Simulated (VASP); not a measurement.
A run of VASP 6.6.1 is set up as follows.

The input INCAR:

```
PREC = Accurate
ENCUT = 520
EDIFF = 1E-7
ISMEAR = 0
SIGMA = 0.15
LREAL = False
LASPH = True
NELM = 100
ALGO = Normal
ISIF = 2
LWAVE = False
LCHARG = False
GGA = PE
IVDW = 12
NBANDS = 10
```

KPOINTS

```
regular mesh
0
Gamma
  22 22 22
```

POSCAR

```
Br
1.0
   -1.3979500000      1.3979500000      3.0415500000
    1.3979500000     -1.3979500000      3.0415500000
    1.3979500000      1.3979500000     -3.0415500000
Br
1
Direct
    0.0000000000      0.0000000000      0.0000000000
```

Potentials or basis: VASP PAW PBE potentials, release 64 (Br).

Command:

```bash
$ cat potpaw_PBE.64/Br/POTCAR > POTCAR
$ mpirun -np 1 vasp_std > vasp.out
```

Task: What does it give for the band gap on the k mesh?

Result: Zero (an odd number of electrons rules out a gap without spin polarisation).

Task: Estimate the dispersion energy per atom.

Result: -0.311 eV.

Task: Estimate the pressure.

Result: 4.6 GPa.

Stress tensor (GPa, compression positive):
```
3.59 0.00 0.00
0.00 3.59 0.00
0.00 0.00 6.60
```

Caveat: the cell stands under pressure; an odd number of electrons without spin polarisation forces a metal; a magnetic or distorted state may lie lower.
